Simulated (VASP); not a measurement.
Hf, 2 atoms in the cell. Symmetry: P6_3/mmc, No. 194, hexagonal system. Conventional cell: a = 3.159 Å, b = 3.159 Å, c = 4.999 Å, α = 90.00°, β = 90.00°, γ = 120.00°. Within 4.1 Å of Hf (site symmetry -6m2) lie 12 Hf at 3.09 to 3.16 Å. 

* Program: VASP 6.6.1
* Task: single point
* Functional: PBEsol
* Potentials or basis: VASP PAW PBE potentials, release 64 (Hf_pv)
* Cutoff: 520 eV
* k mesh: 29 × 29 × 16
* Occupations: methfessel-paxton, width 0.1 eV
* Spin: no spin polarisation
* Dipole correction: no
* Further INCAR settings: ALGO = Normal; EDIFF = 1e-06; NBANDS = 17

Potentials or basis: VASP PAW PBE potentials, release 64 (Hf_pv).

Launch:

```console
$ cat potpaw_PBE.64/Hf_pv/POTCAR > POTCAR
$ mpirun -np 1 vasp_std > vasp.out
```

Hardware: 1 thread of Intel Xeon 6975P-C, on a shared host.

Problem. Estimate the wall time of this run.

Solution. Wall time 3.9 min on 1 thread of Intel Xeon 6975P-C, with other jobs on the host, peak memory 0.55 GiB. Counts: scf iterations 11, k points 765.
